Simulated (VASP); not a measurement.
BaBi6O10, 17 atoms in the cell. The cell holds a disordered packing, 17 atoms: a = 6.915 Å, b = 6.554 Å, c = 6.709 Å, α = 89.03°, β = 95.07°, γ = 83.79°. 

* Program: VASP 6.6.1
* Task: single point
* Functional: PBE
* Potentials or basis: VASP PAW PBE potentials, release 64 (Bi_d, O, Ba_sv)
* Cutoff: 520 eV
* k mesh: 1 × 1 × 1
* Occupations: fermi-dirac, width 0.293 eV
* Spin: no spin polarisation
* Dipole correction: no
* Further INCAR settings: LREAL = Auto; ALGO = Normal; EDIFF = 1e-06; NBANDS = 94; ISYM = 0

Potentials or basis: VASP PAW PBE potentials, release 64 (Bi_d, O, Ba_sv).

Run with:

```console
$ cat potpaw_PBE.64/Bi_d/POTCAR potpaw_PBE.64/O/POTCAR potpaw_PBE.64/Ba_sv/POTCAR > POTCAR
$ mpirun -np 1 vasp_gam > vasp.out
```

Hardware: 1 thread of Intel(R) Xeon(R) Platinum 8488C (Sapphire Rapids) (shared host).

**Question.** Estimate the wall time of this run.

**Answer.** It took 73 s on 1 thread of Intel(R) Xeon(R) Platinum 8488C (Sapphire Rapids), with other jobs on the host, peak memory 0.34 GiB. Counts: scf iterations 21, k points 1.
